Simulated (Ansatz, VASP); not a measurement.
CaO in VASP and in Ansatz

File POSCAR:

```
CaO
1.0
    2.8738816174      0.0000000000      0.0000000000
    0.0000000000      2.8738816174      0.0000000000
    0.0000000000      0.0000000000      2.8738816174
Ca O
1 1
Direct
    0.0000000000      0.0000000000      0.0000000000
    0.5000000000      0.5000000000      0.5000000000
```

INCAR.step1

```
SYSTEM = CaO
  PREC = Accurate
  ENCUT = 910
  ISMEAR = 0
  SIGMA = 0.01
  LREAL = .False.
  LASPH = .True.
  NELM = 120
  NBANDS = 15
  GGA = PE
  ALGO = Normal
  EDIFF = 1E-5
  LWAVE = .True.
  LCHARG = .False.
  GGA_COMPAT = .False.
```

File INCAR.step2:

```
SYSTEM = CaO
  PREC = Accurate
  ENCUT = 910
  EDIFF = 1E-6
  ISMEAR = 0
  SIGMA = 0.01
  LREAL = .False.
  LASPH = .True.
  NELM = 120
  ALGO = Normal
  ISIF = 2
  LWAVE = .False.
  LCHARG = .False.
  METAGGA = R2SCAN
  LMIXTAU = .True.
  NBANDS = 15
  ISTART = 1
  GGA_COMPAT = .False.
```

Contents of KPOINTS:

```
regular mesh
0
Gamma
  8 8 8
  0 0 0
```

Input for Ansatz:

```yaml
crystal:
  lattice:
    - [2.8738816174, 0.0, 0.0]
    - [0.0, 2.8738816174, 0.0]
    - [0.0, 0.0, 2.8738816174]
  atoms:
    - { symbol: Ca, position: [0.0, 0.0, 0.0] }
    - { symbol: O, position: [0.5, 0.5, 0.5] }
kpoints:
  mp_grid: { grid: [8, 8, 8] }
hamiltonian:
  xc: r2scan
scf:
  occupations: { method: fixed }
  n_extra_bands: 4
output:
  forces: true
  stress: true
  eigenvalues: true
```

Alike in both runs: task single point; functional r2SCAN; k mesh 8 × 8 × 8; no spin polarisation.

|  | VASP | Ansatz |
| --- | --- | --- |
| version | VASP 6.6.1 | Ansatz 0.2.0 |
| potentials or method | VASP PAW PBE potentials, release 64 (Ca_sv, O_h) | plane waves, PAW |
| plane-wave cutoff (eV) | 910 | 500 |
| occupations | gaussian, width 0.01 eV | fixed |
| valence electrons in the cell | 16 | 16 |

|  | VASP | Ansatz | Ansatz less VASP |
| --- | --- | --- | --- |
| gap on the k mesh at the Fermi level (eV) | 3.27 | 3.27 | -0.005 |

VASP's potentials were made for PBE, not for r2SCAN.

Noted on VASP's run: the cutoff is short for stress, so the pressure is rough.
